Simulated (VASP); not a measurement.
Runs of VASP 6.6.1 on BiH4. The structure is that of space group P4/mmm (No. 123), or close to it. The cells are those of the table. The cell was built from a structure type or drawn by symmetry, and may not be a known phase.

```csv
task,cell,k mesh,cutoff (eV),gap on the mesh (eV),pressure (GPa),relaxed volume (Å³/atom)
single point,"a = 3.466, b = 3.466, c = 5.080 Å, 5 atoms",6 × 6 × 4,520,none,-8.7,-
relaxation of cell and atoms,"relaxed from a = 3.466, b = 3.466, c = 5.080 Å, 5 atoms",6 × 6 × 4,600,none,0.3,9.59
single point,"a = 3.308, b = 3.308, c = 4.395 Å, 5 atoms",6 × 6 × 4,520,none,-0.1,-
single point,"a = 3.329, b = 3.329, c = 4.368 Å, 5 atoms",12 × 12 × 8,520,none,-0.2,-
relaxation of cell and atoms,"relaxed from a = 3.308, b = 3.308, c = 4.395 Å, 5 atoms",12 × 12 × 8,600,none,-0.1,(a)
```

Alike in all rows: level PBE; potentials or basis VASP PAW PBE potentials, release 64 (Bi_d, H); no spin polarisation; smearing gaussian 0.1 eV.

Estimate the missing entries.

(a) 9.68.

Caveats: spin-orbit coupling is left out, which moves the levels of the heavy elements; the cell stands under tension (at least some runs); the volume moved by over 15 % at a fixed basis, so the end points are rough (at least some runs).

A k mesh can miss the band edges, and the runs leave out spin-orbit coupling on Bi.

A gap of «none» marks levels without a gap at the run's occupations.
